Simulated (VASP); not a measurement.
# MnS (R-3m) in VASP: single point with PBE+U

Aim: the single point of MnS with PBE+U.

Program: VASP 6.6.1. These are calculated values, not measurements. Logs are shortened: lines on timing, memory, paths and dates and some standing lists are left out, and cuts for length are marked.

## (1) The cell of the first run

It takes space group R-3m (No. 166, trigonal). Conventional cell: a = 3.739 Å, b = 3.739 Å, c = 9.101 Å, α = 90.00°, β = 90.00°, γ = 120.00°. Mn (site symmetry -3m) has 6 S at 2.64 Å within 3.5 Å. Within 3.5 Å of S (site symmetry -3m) lie 6 Mn at 2.64 Å.

## (2) Single point, PBE+U, collinear spin, antiferromagnetic start

POSCAR reads:

```
MnS
1.0
   -2.6218391884     -2.6218391884      5.2656070032
   -5.2656070032     -2.6218391884      2.6218391884
   -2.6218391884     -5.2656070032      2.6218391884
Mn S
2 2
Direct
    0.0000000000      0.0000000000      0.0000000000
    0.5000000000      0.5000000000      0.5000000000
    1.2499999971     -0.7500000029     -0.7500000029
    1.7500000029     -0.2499999971     -0.2499999971
```

INCAR.step1 reads:

```
PREC = Accurate ; ENCUT = 520
EDIFF = 1E-6 ; ISMEAR = 0
SIGMA = 0.05 ; LREAL = False
LASPH = True ; NELM = 150
ALGO = Normal ; ISIF = 2
LWAVE = False ; LCHARG = True
ISPIN = 2 ; MAGMOM = 4.9 -4.9 0 0
LMAXMIX = 4 ; LDAU = True
LDAUTYPE = 2 ; LDAUL = 2 -1
LDAUU = 3.9 0 ; LDAUJ = 0 0
LDAUPRINT = 1 ; GGA = PE
NBANDS = 31
```

KPOINTS.step1 reads:

```
Automatic mesh
0
Gamma
  8 8 8
```

INCAR.step2 reads:

```
PREC = Accurate ; ENCUT = 520
EDIFF = 1E-6 ; ISMEAR = -5
SIGMA = 0.05 ; LREAL = False
LASPH = True ; NELM = 150
ALGO = Normal ; ISIF = 2
LWAVE = False ; LCHARG = False
ISPIN = 2 ; MAGMOM = 4.9 -4.9 0 0
LORBIT = 11 ; LMAXMIX = 4
LDAU = True ; LDAUTYPE = 2
LDAUL = 2 -1 ; LDAUU = 3.9 0
LDAUJ = 0 0 ; LDAUPRINT = 1
GGA = PE ; NEDOS = 1001
ICHARG = 11
```

KPOINTS.step2 reads:

```
Automatic mesh
0
Gamma
  12 12 12
```

Potentials or basis: VASP PAW PBE potentials, release 64 (Mn_pv, S).

Command:

```
cat potpaw_PBE.64/Mn_pv/POTCAR potpaw_PBE.64/S/POTCAR > POTCAR
cp INCAR.step1 INCAR
cp KPOINTS.step1 KPOINTS
mpirun -np 1 vasp_std > vasp.out
cp INCAR.step2 INCAR
cp KPOINTS.step2 KPOINTS
mpirun -np 1 vasp_std > vasp.out
```

OUTCAR:

```text
PREC = Accurate
   ENCUT = 520
   EDIFF = 1E-6
   ISMEAR = -5
   LREAL = False
   LASPH = True
   NELM = 150
   ISIF = 2
   ISPIN = 2
   LORBIT = 11
   GGA = PE
   ICHARG = 11

 ion  position               nearest neighbor table
   1  0.000  0.000  0.000-   4 2.64   3 2.64   4 2.64   4 2.64   3 2.64   3 2.64
   2  0.500  0.500  0.500-   3 2.64   3 2.64   3 2.64   4 2.64   4 2.64   4 2.64
   3  0.250  0.250  0.250-   2 2.64   2 2.64   2 2.64   1 2.64   1 2.64   1 2.64
   4  0.750  0.750  0.750-   2 2.64   2 2.64   2 2.64   1 2.64   1 2.64   1 2.64

  LATTYP: Found a trigonal (rhomboedric) cell.
 ALAT       =     6.4400852923
 COS(alpha) =     0.8314753693

  Lattice vectors:

 A1 = (  -2.6218391884,  -2.6218391884,   5.2656070032)
 A2 = (  -5.2656070032,  -2.6218391884,   2.6218391884)
 A3 = (  -2.6218391884,  -5.2656070032,   2.6218391884)

Analysis of symmetry for initial positions (statically):
=====================================================================
 Subroutine PRICEL returns following result:

  LATTYP: Found a trigonal (rhomboedric) cell.
 ALAT       =     3.7233625626
 COS(alpha) =     0.4958311992
[... 12 lines left out ...]
 Subroutine GETGRP returns: Found 12 space group operations
 (whereof 12 operations were pure point group operations)
 out of a pool of 12 trial point group operations.

The static configuration has the point symmetry D_3d.

Analysis of symmetry for dynamics (positions and initial velocities):
=====================================================================
 Subroutine PRICEL returns following result:

  LATTYP: Found a trigonal (rhomboedric) cell.
 ALAT       =     3.7233625626
 COS(alpha) =     0.4958311992
[... 12 lines left out ...]
 Subroutine GETGRP returns: Found 12 space group operations
 (whereof 12 operations were pure point group operations)
 out of a pool of 12 trial point group operations.

The dynamic configuration has the point symmetry D_3d.

Analysis of structural, dynamic, and magnetic symmetry:
=====================================================================
 Subroutine PRICEL returns following result:

  LATTYP: Found a trigonal (rhomboedric) cell.
 ALAT       =     3.7233625626
 COS(alpha) =     0.4958311992
[... 12 lines left out ...]
 Subroutine GETGRP returns: Found 12 space group operations
 (whereof 12 operations were pure point group operations)
 out of a pool of 12 trial point group operations.

The overall configuration has the point symmetry D_3d.

 Subroutine INISYM returns: Found 12 space group operations
 (whereof 12 operations are pure point group operations),
 and found     2 'primitive' translations

----------------------------------------------------------------------------------------

                                     Primitive cell

  volume of cell :      36.7274

  direct lattice vectors                    reciprocal lattice vectors
    -2.632803502  0.010964313  2.632803502    -0.189518646  0.188729396  0.189518646
    -2.632803502 -2.632803502 -0.010964313    -0.189518646 -0.189518646 -0.188729396
     0.010964313 -2.632803502  2.632803502     0.188729396 -0.189518646  0.189518646

[... 137 lines left out ...]

spin component  2

  0.0146 -0.0000  0.0009 -0.0000  0.0000
 -0.0000  0.0146  0.0005  0.0000 -0.0008
  0.0009  0.0005  0.0840  0.0005  0.0000
 -0.0000  0.0000  0.0005  0.0146  0.0008
  0.0000 -0.0008  0.0000  0.0008  0.0840

 occupancies and eigenvectors

  o =  0.0146  v =  0.0000  0.0000  0.0000  0.0000  0.0000 -0.0000  0.7070  0.0000 -0.7070  0.0160      0.0000  0.0000  0.0000  0.0000  0.0000  0.0000  0.0000  0.0000  0.0000  0.0000
  o =  0.0146  v =  0.0000  0.0000  0.0000  0.0000  0.0000 -0.8148 -0.4098  0.0160 -0.4098 -0.0000      0.0000  0.0000  0.0000  0.0000  0.0000  0.0000  0.0000  0.0000  0.0000  0.0000
  o =  0.0146  v =  0.0000  0.0000  0.0000  0.0000  0.0000 -0.5797  0.5762  0.0000  0.5762  0.0000      0.0000  0.0000  0.0000  0.0000  0.0000  0.0000  0.0000  0.0000  0.0000  0.0000
  o =  0.0841  v =  0.0000  0.0000  0.0000  0.0000  0.0000  0.0000  0.0113  0.0000 -0.0113 -0.9999      0.0000  0.0000  0.0000  0.0000  0.0000  0.0000  0.0000  0.0000  0.0000  0.0000
  o =  0.0841  v =  0.0000  0.0000  0.0000  0.0000  0.0000 -0.0131 -0.0065 -0.9999 -0.0065 -0.0000      0.0000  0.0000  0.0000  0.0000  0.0000  0.0000  0.0000  0.0000  0.0000  0.0000
  o =  0.9325  v =  0.0000 -0.7064  0.0000  0.7064  0.0462  0.0000  0.0000  0.0000  0.0000  0.0000      0.0000  0.0000  0.0000  0.0000  0.0000  0.0000  0.0000  0.0000  0.0000  0.0000
  o =  0.9325  v =  0.8153  0.4082  0.0462  0.4082 -0.0000  0.0000  0.0000  0.0000  0.0000  0.0000      0.0000  0.0000  0.0000  0.0000  0.0000  0.0000  0.0000  0.0000  0.0000  0.0000
  o =  0.9327  v = -0.5779  0.5771 -0.0000  0.5771 -0.0000  0.0000  0.0000  0.0000  0.0000  0.0000      0.0000  0.0000  0.0000  0.0000  0.0000  0.0000  0.0000  0.0000  0.0000  0.0000
  o =  0.9518  v =  0.0000  0.0327 -0.0000 -0.0327  0.9989  0.0000  0.0000  0.0000  0.0000  0.0000      0.0000  0.0000  0.0000  0.0000  0.0000  0.0000  0.0000  0.0000  0.0000  0.0000
  o =  0.9518  v =  0.0377  0.0189 -0.9989  0.0189 -0.0000  0.0000  0.0000  0.0000  0.0000  0.0000      0.0000  0.0000  0.0000  0.0000  0.0000  0.0000  0.0000  0.0000  0.0000  0.0000

atom =   2  type =  1  l = 2

 onsite density matrix

spin component  1

  0.0146 -0.0000  0.0009 -0.0000  0.0000
 -0.0000  0.0146  0.0005  0.0000 -0.0008
  0.0009  0.0005  0.0840  0.0005  0.0000
 -0.0000  0.0000  0.0005  0.0146  0.0008
  0.0000 -0.0008  0.0000  0.0008  0.0840

spin component  2

  0.9326 -0.0001 -0.0007 -0.0001 -0.0000
 -0.0001  0.9326 -0.0004  0.0001  0.0006
 -0.0007 -0.0004  0.9518 -0.0004  0.0000
 -0.0001  0.0001 -0.0004  0.9326 -0.0006
 -0.0000  0.0006  0.0000 -0.0006  0.9518

 occupancies and eigenvectors

  o =  0.0146  v = -0.0000  0.7070  0.0000 -0.7070  0.0160  0.0000  0.0000  0.0000  0.0000  0.0000      0.0000  0.0000  0.0000  0.0000  0.0000  0.0000  0.0000  0.0000  0.0000  0.0000
  o =  0.0146  v = -0.8148 -0.4098  0.0160 -0.4098 -0.0000  0.0000  0.0000  0.0000  0.0000  0.0000      0.0000  0.0000  0.0000  0.0000  0.0000  0.0000  0.0000  0.0000  0.0000  0.0000
  o =  0.0146  v = -0.5797  0.5762  0.0000  0.5762  0.0000  0.0000  0.0000  0.0000  0.0000  0.0000      0.0000  0.0000  0.0000  0.0000  0.0000  0.0000  0.0000  0.0000  0.0000  0.0000
  o =  0.0841  v =  0.0000  0.0113  0.0000 -0.0113 -0.9999  0.0000  0.0000  0.0000  0.0000  0.0000      0.0000  0.0000  0.0000  0.0000  0.0000  0.0000  0.0000  0.0000  0.0000  0.0000
  o =  0.0841  v = -0.0131 -0.0065 -0.9999 -0.0065 -0.0000  0.0000  0.0000  0.0000  0.0000  0.0000      0.0000  0.0000  0.0000  0.0000  0.0000  0.0000  0.0000  0.0000  0.0000  0.0000
  o =  0.9325  v =  0.0000  0.0000  0.0000  0.0000  0.0000 -0.0000  0.7064 -0.0000 -0.7064 -0.0462      0.0000  0.0000  0.0000  0.0000  0.0000  0.0000  0.0000  0.0000  0.0000  0.0000
  o =  0.9325  v =  0.0000  0.0000  0.0000  0.0000  0.0000  0.8153  0.4082  0.0462  0.4082 -0.0000      0.0000  0.0000  0.0000  0.0000  0.0000  0.0000  0.0000  0.0000  0.0000  0.0000
  o =  0.9327  v =  0.0000  0.0000  0.0000  0.0000  0.0000 -0.5779  0.5771 -0.0000  0.5771 -0.0000      0.0000  0.0000  0.0000  0.0000  0.0000  0.0000  0.0000  0.0000  0.0000  0.0000
  o =  0.9518  v =  0.0000  0.0000  0.0000  0.0000  0.0000 -0.0000  0.0327 -0.0000 -0.0327  0.9989      0.0000  0.0000  0.0000  0.0000  0.0000  0.0000  0.0000  0.0000  0.0000  0.0000
  o =  0.9518  v =  0.0000  0.0000  0.0000  0.0000  0.0000 -0.0377 -0.0189  0.9989 -0.0189  0.0000      0.0000  0.0000  0.0000  0.0000  0.0000  0.0000  0.0000  0.0000  0.0000  0.0000

 number of electron      38.0000011 magnetization      -0.0000000

 Free energy of the ion-electron system (eV)
  ---------------------------------------------------
  ext. energy  EPLUGINS =         0.00000000
  ---------------------------------------------------
  free energy    TOTEN  =       -26.07375790 eV

  energy without entropy =      -26.07375790  energy(sigma->0) =      -26.07375790

 E-fermi :   5.3782     XC(G=0): -10.4175

 val. band max:        5.3390272829   @ k =   0.5000   0.5000   0.5000
 cond. band min:       7.6426756394   @ k =   0.5000   0.5000   0.0000
 fundamental gap:      2.3036483565
 Fermi energy:         5.3781776051

 spin component 1

 k-point     1 :       0.0000    0.0000    0.0000
  band No.  band energies     occupation
      1     -44.6544      1.00000
      2     -44.6480      1.00000
      3     -44.6480      1.00000
      4     -39.7968      1.00000
      5     -39.7959      1.00000
      6     -39.7959      1.00000
[... 1241 lines left out ...]
     22       9.2093      0.00000
     23       9.3631      0.00000

 [... further k-points ...]

------------------------ aborting loop because EDIFF is reached ----------------------------------------

  FORCE on cell =-STRESS in cart. coord.  units (eV):
  Direction    XX          YY          ZZ          XY          YZ          ZX
  --------------------------------------------------------------------------------------
  -------------------------------------------------------------------------------------
  Total       -0.2370717     -0.2370717     -0.2370717      0.0043362     -0.0043362     -0.0043362
  in kB       -5.1709512     -5.1709512     -5.1709512      0.0945798     -0.0945798     -0.0945798
  external PRESSURE =      -5.1709512 kB  Pullay stress =       0.0000000 kB

 VOLUME and BASIS-vectors are now :
 -----------------------------------------------------------------------------
  energy-cutoff  :      520.00
  volume of cell :       73.45
      direct lattice vectors                 reciprocal lattice vectors
    -2.621839188 -2.621839188  5.265607003     0.094364698  0.094364698  0.283883344
    -5.265607003 -2.621839188  2.621839188    -0.283883344  0.094364698 -0.094364698
    -2.621839188 -5.265607003  2.621839188     0.094364698 -0.283883344 -0.094364698

 POSITION                                       TOTAL-FORCE (eV/Angst)
 -----------------------------------------------------------------------------------
      0.00000      0.00000      0.00000        -0.000000     -0.000000      0.000000
     -5.25464     -5.25464      5.25464        -0.000000     -0.000000      0.000000
     -2.62732     -2.62732      2.62732         0.000000      0.000000     -0.000000
     -7.88196     -7.88196      7.88196        -0.000000      0.000000      0.000000
 -----------------------------------------------------------------------------------
    total drift:                                0.000000      0.000000     -0.000000

  FREE ENERGIE OF THE ION-ELECTRON SYSTEM (eV)
  ---------------------------------------------------
  free  energy   TOTEN  =       -26.0737579022 eV

  energy  without entropy=      -26.0737579022  energy(sigma->0) =      -26.07375790

 total charge

# of ion       s       p       d       tot
------------------------------------------
    1        0.208   6.154   4.896  11.258
    2        0.208   6.154   4.896  11.258
    3        1.321   2.442   0.000   3.763
    4        1.321   2.442   0.000   3.763
--------------------------------------------------
tot          3.059  17.192   9.792  30.043

 magnetization (x)

# of ion       s       p       d       tot
------------------------------------------
    1        0.026   0.020   4.479   4.526
    2       -0.026  -0.020  -4.479  -4.526
    3        0.000   0.000   0.000   0.000
    4        0.000   0.000   0.000   0.000
--------------------------------------------------
tot         -0.000   0.000   0.000  -0.000
```

Run time: 35 min. Hardware: 1 thread of Intel Xeon 8259CL, shared host; peak memory 0.71 GiB.

What came out:

* Net moment: 0.00 μB per cell
* Site moments: Mn +4.53, -4.53; S +0.00 μB
* Valence electrons inside the program's atomic spheres: Mn 11.26; S 3.76

Eigenvalues of the final occupation matrices:
| site | spin | trace | eigenvalues |
| --- | --- | --- | --- |
| site 1 d | 1 | 4.70 | 0.93 0.93 0.93 0.95 0.95 |
| site 1 d | 2 | 0.21 | 0.01 0.01 0.01 0.08 0.08 |
| site 2 d | 1 | 0.21 | 0.01 0.01 0.01 0.08 0.08 |
| site 2 d | 2 | 4.70 | 0.93 0.93 0.93 0.95 0.95 |

The state reached can hang on the start; a lower one may exist.
